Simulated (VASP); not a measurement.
# Ir (P6_3/mmc) in VASP: further runs

The runs below take Ir through single point, with r2SCAN.

All numbers are computed with VASP 6.6.1; they aren't measurements. Logs are shortened: lines on timing, memory, paths and dates and some standing lists are left out, and cuts for length are marked.

### 1 The cell of the first run

It takes space group P6_3/mmc (No. 194, hexagonal). The conventional cell has a = 2.729 Å, b = 2.729 Å, c = 4.428 Å, α = 90.00°, β = 90.00°, γ = 120.00°. Within 3.6 Å of Ir (site symmetry -6m2) lie 12 Ir at 2.72 to 2.73 Å.

This isn't the form of Ir at room conditions, which is fcc.

### 2 Single point, r2SCAN (14.28 Å³/atom)

Input file POSCAR:

```
Ir
1.0
    2.7290915489      0.0000000000      0.0000000000
   -1.3645457745      2.3634626106      0.0000000000
    0.0000000000      0.0000000000      4.4276445707
Ir
2
Direct
    0.3333333333      0.6666666667      0.2500000000
    0.6666666667      0.3333333333      0.7500000000
```

Input file INCAR.step1:

```
SYSTEM = Ir
  PREC = Accurate
  ENCUT = 520
  ISMEAR = -1
  SIGMA = 0.1
  LREAL = .FALSE.
  LASPH = .TRUE.
  NELM = 100
  NBANDS = 16
  GGA = PE
  ALGO = Normal
  EDIFF = 1E-4
  LWAVE = .TRUE.
  LCHARG = .FALSE.
```

Input file INCAR.step2:

```
SYSTEM = Ir
  PREC = Accurate
  ENCUT = 520
  EDIFF = 1E-6
  ISMEAR = -1
  SIGMA = 0.1
  LREAL = .FALSE.
  LASPH = .TRUE.
  NELM = 100
  ALGO = Normal
  ISIF = 2
  LWAVE = .FALSE.
  LCHARG = .TRUE.
  METAGGA = R2SCAN
  LMIXTAU = .TRUE.
  LELF = .TRUE.
  LVHAR = .TRUE.
  NBANDS = 16
  ISTART = 1
```

Input file KPOINTS:

```
regular mesh
0
G
  15 15 8
  0 0 0
```

Potentials or basis: VASP PAW PBE potentials, release 64 (Ir).

Started as:

```bash
$ cat potpaw_PBE.64/Ir/POTCAR > POTCAR
$ cp INCAR.step1 INCAR
$ mpirun -np 1 vasp_std > vasp.out
$ cp INCAR.step2 INCAR
$ mpirun -np 1 vasp_std > vasp.out
```

OUTCAR:

```text
SYSTEM = Ir
   PREC = Accurate
   ENCUT = 520
   EDIFF = 1E-6
   ISMEAR = -1
   LREAL = .FALSE.
   LASPH = .TRUE.
   NELM = 100
   ISIF = 2
   METAGGA = R2SCAN
   ISTART = 1

 ion  position               nearest neighbor table
   1  0.333  0.667  0.250-   2 2.72   2 2.72   2 2.72   2 2.72   2 2.72   2 2.72
   2  0.667  0.333  0.750-   1 2.72   1 2.72   1 2.72   1 2.72   1 2.72   1 2.72

  LATTYP: Found a hexagonal cell.
 ALAT       =     2.7290915489
 C/A-ratio  =     1.6223877035

  Lattice vectors:

 A1 = (   2.7290915489,   0.0000000000,   0.0000000000)
 A2 = (  -1.3645457745,   2.3634626106,   0.0000000000)
 A3 = (   0.0000000000,   0.0000000000,   4.4276445707)

Analysis of symmetry for initial positions (statically):
=====================================================================
 Subroutine PRICEL returns:
 Original cell was already a primitive cell.

 Routine SETGRP: Setting up the symmetry group for a
 hexagonal supercell.

 Subroutine GETGRP returns: Found 24 space group operations
 (whereof 12 operations were pure point group operations)
 out of a pool of 24 trial point group operations.

The static configuration has the point symmetry D_3d.
 The point group associated with its full space group is D_6h.

Analysis of symmetry for dynamics (positions and initial velocities):
=====================================================================
 Subroutine PRICEL returns:
 Original cell was already a primitive cell.

 Routine SETGRP: Setting up the symmetry group for a
 hexagonal supercell.

 Subroutine GETGRP returns: Found 24 space group operations
 (whereof 12 operations were pure point group operations)
 out of a pool of 24 trial point group operations.

The dynamic configuration has the point symmetry D_3d.
 The point group associated with its full space group is D_6h.

 Subroutine INISYM returns: Found 24 space group operations
 (whereof 12 operations are pure point group operations),
 and found     1 'primitive' translations

----------------------------------------------------------------------------------------

                                     Primitive cell

  volume of cell :      28.5588

  direct lattice vectors                    reciprocal lattice vectors
     2.729091549  0.000000000  0.000000000     0.366422299  0.211554013  0.000000000
    -1.364545775  2.363462611  0.000000000     0.000000000  0.423108026  0.000000000
     0.000000000  0.000000000  4.427644571     0.000000000  0.000000000  0.225853721

  length of vectors
     2.729091549  2.729091549  4.427644571     0.423108026  0.423108026  0.225853721

  position of ions in fractional coordinates (direct lattice)
     0.333333333  0.666666667  0.250000000
     0.666666667  0.333333333  0.750000000

  ion indices of the primitive-cell ions
   primitive index   ion index
                 1           1
                 2           2

----------------------------------------------------------------------------------------

 KPOINTS: regular mesh

Automatic generation of k-mesh.
 Grid dimensions read from file:
 generate k-points for:   15   15    8

 Generating k-lattice:

  Cartesian coordinates                     Fractional coordinates (reciprocal lattice)
     0.024428153  0.014103601  0.000000000     0.066666667 -0.000000000  0.000000000
     0.000000000  0.028207202  0.000000000     0.000000000  0.066666667  0.000000000
     0.000000000  0.000000000  0.028231715     0.000000000  0.000000000  0.125000000

  Length of vectors
     0.028207202  0.028207202  0.028231715

  Shift w.r.t. Gamma in fractional coordinates (k-lattice)
     0.000000000  0.000000000  0.000000000

 Subroutine IBZKPT returns following result:
 ===========================================

 Found    135 irreducible k-points:

 Following reciprocal coordinates:
            Coordinates               Weight
  0.000000  0.000000  0.000000      1.000000
  0.066667  0.000000  0.000000      6.000000
  0.133333 -0.000000  0.000000      6.000000
  0.200000 -0.000000  0.000000      6.000000
  0.266667 -0.000000  0.000000      6.000000
  0.333333  0.000000  0.000000      6.000000
[... 16 lines left out ...]
  0.333333  0.200000  0.000000     12.000000
  0.400000  0.200000  0.000000      6.000000
 [... further k-points ...]
   k-points           NKPTS =    135   k-points in BZ     NKDIM =    135   number of bands    NBANDS=     16
   number of dos      NEDOS =    301   number of ions     NIONS =      2
   total plane-waves  NPLWV =  14400
   dimension x,y,z NGX =    20 NGY =   20 NGZ =   36
   dimension x,y,z NGXF=    40 NGYF=   40 NGZF=   72
   ions per type =               2
   NGX,Y,Z   is equivalent  to a cutoff of  12.18, 12.18, 13.52 a.u.
   NGXF,Y,Z  is equivalent  to a cutoff of  24.37, 24.37, 27.03 a.u.
 SYSTEM =  Ir
   PREC   = accura    normal or accurate (medium, high low for compatibility)
   ISTART =      1    job   : 0-new  1-cont  2-samecut
   ICHARG =      0    charge: 1-file 2-atom 10-const
   ISPIN  =      1    spin polarized calculation?
   LNONCOLLINEAR =      F non collinear calculations
   LSORBIT =      F    spin-orbit coupling
   LASPH  =      T    aspherical Exc in radial PAW
   ENCUT  =  520.0 eV  38.22 Ry    6.18 a.u.   5.07  5.07  8.23*2*pi/ulx,y,z
   NELM   =    100;   NELMIN=  2; NELMDL=  0     # of ELM steps
   EDIFF  = 0.1E-05   stopping-criterion for ELM
   LREAL  =      F    real-space projection
   EDIFFG = 0.1E-04   stopping-criterion for IOM
   NSW    =      0    number of steps for IOM
   IBRION =     -1    ionic relax: 0-MD 1-quasi-New 2-CG
   NFREE  =      0    steps in history (QN), initial steepest desc. (CG)
   ISIF   =      2    stress and relaxation
   ISYM   =      2    0-nonsym 1-usesym 2-fastsym
   POTIM  = 0.5000    time-step for ionic-motion
   TEBEG  =    0.0;   TEEND  =   0.0 temperature during run
   PSTRESS=    0.0 pullay stress
   NELECT =      18.0000    total number of electrons
   NUPDOWN=      -1.0000    fix difference up-down
   EMIN   =  10.00;   EMAX   =-10.00  energy-range for DOS
   EFERMI =   0.00;   METHOD = LEGACY
   ISMEAR =    -1;   SIGMA  =   0.10  broadening in eV -4-tet -1-fermi 0-gaus
   EFERMI_NEDOS =   21; number of points for ismear=-14 and -15
   IALGO  =     38    algorithm
   IMIX   =      4    mixing-type and parameters
     AMIX     =   0.40;   BMIX     =  1.00
     AMIX_MAG =   1.60;   BMIX_MAG =  1.00
  volume/ion in A,a.u.               =      14.28        96.36
  Fermi-wavevector in a.u.,A,eV,Ry     =   1.403629  2.652475 26.805866  1.970176
  Thomas-Fermi vector in A             =   2.526272
   LORBIT       =      0    0 simple, 1 ext, 2 COOP (PROOUT), +10 PAW based schemes
   METAGGA = R2SCAN    functional components
   LHFCALC =     F    Hartree Fock is set to
   AEXX    =    0.0000 exact exchange contribution
   IVDW    =     0    specifies the selected vdW correction
   LEPSILON=     F    determine dielectric tensor
   LRPA    =     F    only Hartree local field effects (RPA)
 non-spin polarized calculation
  energy-cutoff  :      520.00
  volume of cell :       28.56
 maximum number of plane-waves:       785
   NGX = 11   NGY = 11   NGZ = 17

 number of electron      18.0000000 magnetization

 Free energy of the ion-electron system (eV)
  ---------------------------------------------------
  ext. energy  EPLUGINS =         0.00000000
  ---------------------------------------------------
  free energy    TOTEN  =      -104.59553745 eV

  energy without entropy =     -104.52061287  energy(sigma->0) =     -104.55807516

 E-fermi :  10.1556     XC(G=0): -15.2710

 val. band max:       10.1441934226   @ k =   0.2000   0.2000   0.1250
 cond. band min:      10.1591686579   @ k =   0.1333   0.0667   0.5000
 fundamental gap:      0.0149752353
 Fermi energy:        10.1555601824

 k-point     1 :       0.0000    0.0000    0.0000
  band No.  band energies     occupation
      1      -1.4153      2.00000
      2       1.7173      2.00000
      3       6.0977      2.00000
      4       6.2034      2.00000
      5       6.2034      2.00000
      6       6.8730      2.00000
[... 8 lines left out ...]
     15      27.4511      0.00000
     16      28.5104      0.00000

 k-point     2 :       0.0667    0.0000    0.0000
  band No.  band energies     occupation
      1      -1.2347      2.00000
      2       1.8782      2.00000
      3       5.7901      2.00000
      4       6.3547      2.00000
      5       6.4731      2.00000
      6       6.7764      2.00000
[... 8 lines left out ...]
     15      27.6862      0.00000
     16      28.7823      0.00000

 k-point     3 :       0.1333   -0.0000    0.0000
  band No.  band energies     occupation
      1      -0.7138      2.00000
      2       2.3132      2.00000
      3       5.3780      2.00000
      4       6.4664      2.00000
      5       6.6373      2.00000
      6       6.7990      2.00000
[... 8 lines left out ...]
     15      28.2498      0.00000
     16      28.9853      0.00000

 k-point     4 :       0.2000   -0.0000    0.0000
  band No.  band energies     occupation
      1       0.0767      2.00000
      2       2.8267      2.00000
      3       5.0621      2.00000
      4       5.5541      2.00000
      5       6.1704      2.00000
      6       6.9307      2.00000
[... 8 lines left out ...]
     15      27.9825      0.00000
     16      28.2990      0.00000
[... 324 lines left out ...]
 k-point    22 :       0.2667    0.2000    0.0000
  band No.  band energies     occupation
      1       3.0390      2.00000
      2       3.4951      2.00000
      3       3.7301      2.00000
      4       4.6098      2.00000
      5       5.5791      2.00000
      6       6.6799      2.00000
[... 8 lines left out ...]
     15      20.7443      0.00000
     16      26.2555      0.00000

 k-point    23 :       0.3333    0.2000    0.0000
  band No.  band energies     occupation
      1       3.2246      2.00000
      2       3.3431      2.00000
      3       3.5116      2.00000
      4       5.2392      2.00000
      5       5.5937      2.00000
      6       6.3460      2.00000
[... 8 lines left out ...]
     15      22.1204      0.00000
     16      24.9345      0.00000

 k-point    24 :       0.4000    0.2000    0.0000
  band No.  band energies     occupation
      1       3.1316      2.00000
      2       3.4163      2.00000
      3       3.4277      2.00000
      4       5.5365      2.00000
      5       5.6450      2.00000
      6       6.1829      2.00000
[... 8 lines left out ...]
     15      22.7530      0.00000
     16      23.8132      0.00000

 [... further k-points ...]

------------------------ aborting loop because EDIFF is reached ----------------------------------------

  FORCE on cell =-STRESS in cart. coord.  units (eV):
  Direction    XX          YY          ZZ          XY          YZ          ZX
  --------------------------------------------------------------------------------------
  -------------------------------------------------------------------------------------
  Total        0.4229325      0.4229325      0.3994666     -0.0000000      0.0000000      0.0000000
  in kB       23.7269600     23.7269600     22.4104959     -0.0000000      0.0000000      0.0000000
  external PRESSURE =      23.2881386 kB  Pullay stress =       0.0000000 kB

 VOLUME and BASIS-vectors are now :
 -----------------------------------------------------------------------------
  energy-cutoff  :      520.00
  volume of cell :       28.56
      direct lattice vectors                 reciprocal lattice vectors
     2.729091549  0.000000000  0.000000000     0.366422299  0.211554013  0.000000000
    -1.364545775  2.363462611  0.000000000     0.000000000  0.423108026  0.000000000
     0.000000000  0.000000000  4.427644571     0.000000000  0.000000000  0.225853721

 POSITION                                       TOTAL-FORCE (eV/Angst)
 -----------------------------------------------------------------------------------
     -0.00000      1.57564      1.10691        -0.000000      0.000000      0.000000
      1.36455      0.78782      3.32073         0.000000      0.000000      0.000000
 -----------------------------------------------------------------------------------
    total drift:                               -0.000000      0.000000     -0.000000

  FREE ENERGIE OF THE ION-ELECTRON SYSTEM (eV)
  ---------------------------------------------------
  free  energy   TOTEN  =      -104.5955374511 eV

  energy  without entropy=     -104.5206128709  energy(sigma->0) =     -104.55807516
```

Wall time 2.1 min (1 thread of Intel Xeon Platinum 8488C (Sapphire Rapids), shared host); peak memory 0.18 GiB.

Results:

```
Free energy            : -104.5955 eV
Pressure               : 2.3 GPa
Band gap on the k mesh : zero (bands 9 and 10 overlap by 3.33 eV)
```

Levels at points of the mesh, in eV from the Fermi level:
```csv
k point,band 5,band 6,band 7,band 8,band 9,band 10,band 11,band 12,band 13,band 14
"(0.00, 0.00, 0.00)",-3.95,-3.28,-3.28,-2.46,-2.46,-0.78,0.27,0.27,7.37,15.13
"(0.00, 0.00, 0.50)",-4.08,-4.08,-4.08,-4.08,-0.50,-0.50,-0.50,-0.50,14.39,14.39
```

Caveat: the PAW data sets were made with another functional, which shifts forces and pressure a little; spin-orbit coupling is left out, which moves the levels of the heavy elements.

### 3 Single point, r2SCAN (14.85 Å³/atom)

This run uses another cell than the first one, of 14.85 Å³/atom.

Input file POSCAR:

```
Ir
1.0
    2.7650047667      0.0000000000      0.0000000000
   -1.3825023834      2.3945643696      0.0000000000
    0.0000000000      0.0000000000      4.4859097335
Ir
2
Direct
    0.3333333333      0.6666666667      0.2500000000
    0.6666666667      0.3333333333      0.7500000000
```

Input file INCAR.step1:

```
PREC     = Accurate       # precision mode
ENCUT    = 520            # plane-wave cutoff, eV
ISMEAR   = -1             # smearing method
SIGMA    = 0.1            # smearing width, eV
LREAL    = False          # projectors in reciprocal space
LASPH    = True           # aspherical terms in the spheres
NELM     = 100            # most SCF steps
NBANDS   = 16             # bands
GGA      = PE             # functional
ALGO     = Normal         # electronic algorithm
EDIFF    = 1E-4           # SCF threshold, eV
LWAVE    = True           # write WAVECAR
LCHARG   = False          # write CHGCAR
```

Input file INCAR.step2:

```
PREC     = Accurate       # precision mode
ENCUT    = 520            # plane-wave cutoff, eV
EDIFF    = 1E-7           # SCF threshold, eV
ISMEAR   = -1             # smearing method
SIGMA    = 0.1            # smearing width, eV
LREAL    = False          # projectors in reciprocal space
LASPH    = True           # aspherical terms in the spheres
NELM     = 100            # most SCF steps
ALGO     = Normal         # electronic algorithm
ISIF     = 2              # what is computed and relaxed
LWAVE    = False          # write WAVECAR
LCHARG   = False          # write CHGCAR
METAGGA  = R2SCAN         # meta-GGA
LMIXTAU  = True         
NBANDS   = 16             # bands
ISTART   = 1
```

Input file KPOINTS:

```
Automatic mesh
0
Gamma
  15 15 8
```

Potentials or basis: VASP PAW PBE potentials, release 64 (Ir).

Started as:

```bash
$ cat potpaw_PBE.64/Ir/POTCAR > POTCAR
$ cp INCAR.step1 INCAR
$ mpirun -np 1 vasp_std > vasp.out
$ cp INCAR.step2 INCAR
$ mpirun -np 1 vasp_std > vasp.out
```

Run time: 2.4 min. Hardware: 1 thread of Intel Xeon Platinum 8488C (Sapphire Rapids), shared host; peak memory 0.2 GiB.

Results (log left out):

```
Free energy            : -104.5618 eV
Pressure               : -11.3 GPa
Band gap on the k mesh : zero (bands 9 and 10 overlap by 3.11 eV)
```

Stress tensor (GPa, compression positive):
```
-11.17   0.00   0.00
  0.00 -11.17   0.00
  0.00   0.00 -11.54
```

Levels at points of the mesh, in eV from the Fermi level:
```csv
k point,band 6,band 7,band 8,band 9,band 10,band 11,band 12,band 13
"(0.00, 0.00, 0.00)",-3.09,-3.09,-2.31,-2.31,-0.66,0.26,0.26,7.00
"(0.00, 0.00, 0.50)",-3.84,-3.84,-3.84,-0.48,-0.48,-0.48,-0.48,14.30
```

Caveat: the cell stands under tension; the PAW data sets were made with another functional, which shifts forces and pressure a little; spin-orbit coupling is left out, which moves the levels of the heavy elements.
